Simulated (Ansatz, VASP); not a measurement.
One calculation of AgI, two programs

The input INCAR:

```
SYSTEM = AgI
PREC = Accurate
ENCUT = 500
EDIFF = 1E-6
ISMEAR = 0
SIGMA = 0.01
LREAL = .False.
LASPH = .True.
NELM = 120
ALGO = Normal
ISIF = 2
LWAVE = .False.
LCHARG = .False.
GGA = PS
NBANDS = 26
GGA_COMPAT = .False.
```

KPOINTS

```
Automatic mesh
0
Gamma
  6 6 2
  0 0 0
```

POSCAR

```
AgI
1.0
    4.6508717364      0.0000000000      0.0000000000
   -2.3254358682      4.0277730735      0.0000000000
    0.0000000000      0.0000000000      7.5992966317
Ag I
2 2
Direct
    0.3333333333      0.6666666667      0.0000048555
    0.6666666667      0.3333333333      0.5000048555
    0.3333333333      0.6666666667      0.3749951445
    0.6666666667      0.3333333333      0.8749951445
```

Input for Ansatz:

```yaml
crystal:
  lattice:
    - [4.6508717364, 0.0, 0.0]
    - [-2.3254358682, 4.0277730735, 0.0]
    - [0.0, 0.0, 7.5992966317]
  atoms:
    - { symbol: Ag, position: [0.3333333333, 0.6666666667, 4.8555e-06] }
    - { symbol: Ag, position: [0.6666666667, 0.3333333333, 0.5000048555] }
    - { symbol: I, position: [0.3333333333, 0.6666666667, 0.3749951445] }
    - { symbol: I, position: [0.6666666667, 0.3333333333, 0.8749951445] }
kpoints:
  mp_grid: { grid: [6, 6, 2] }
hamiltonian:
  xc: pbesol
scf:
  occupations: { method: fixed }
  n_extra_bands: 5
output:
  forces: true
  stress: true
  eigenvalues: true
accuracy: low
```

Alike in both runs: task single point; functional PBEsol; k mesh 6 × 6 × 2; no spin polarisation.

```csv
,VASP,Ansatz
version,VASP 6.6.1,Ansatz 0.2.0
potentials or method,"VASP PAW PBE potentials, release 64 (Ag, I)",plane waves
plane-wave cutoff (eV),500,420
occupations,"gaussian, width 0.01 eV",fixed
valence electrons in the cell,36,72
```

```csv
,VASP,Ansatz,Ansatz less VASP
gap on the k mesh at the Fermi level (eV),1.24,1.23,-0.003
pressure (GPa),-1.8,-1.7,+0.03
rms of the force components (eV/Å),0.004,0.003,-0.0003
```

VASP's potentials were made for PBE, not for PBEsol. Atom by atom the forces differ by 0.000 eV/Å (rms over components). VASP's potentials hold 36 valence electrons a cell and Ansatz's 72, so a difference there can come from the potentials and not from the codes.

Neither program's run includes spin-orbit coupling.
